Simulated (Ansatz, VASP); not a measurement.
**Ir: VASP beside Ansatz**

```
Ir
1.0
     0.00000    2.08546    1.62666
     2.08546    0.00000    1.62666
     2.08546    2.08546    0.00000
Ir
1
Cartesian
  0.0000 0.0000 0.0000
```

Alike in both runs: task single point; functional r2SCAN; k mesh 24 × 24 × 24; occupations gaussian, width 0.15 eV; no spin polarisation.

```csv
,VASP,Ansatz
version,VASP 6.6.1,Ansatz 0.2.0
potentials or method,"VASP PAW PBE potentials, release 64 (Ir_sv_GW), cutoff 620 eV","scalar-relativistic, plane waves, PAW"
valence electrons in the cell,17,17
```

```csv
,VASP,Ansatz,Ansatz less VASP
gap on the k mesh at the Fermi level (eV),none,none,-
pressure (GPa),10.3,11.2,+0.90
"traceless stress, the component that is largest in VASP (GPa)",33.62,33.61,-0.011
```

VASP's potentials were made for PBE, not for r2SCAN. A gap of «none» marks a metal or a gap that the smearing closes.

Neither program's run includes spin-orbit coupling.
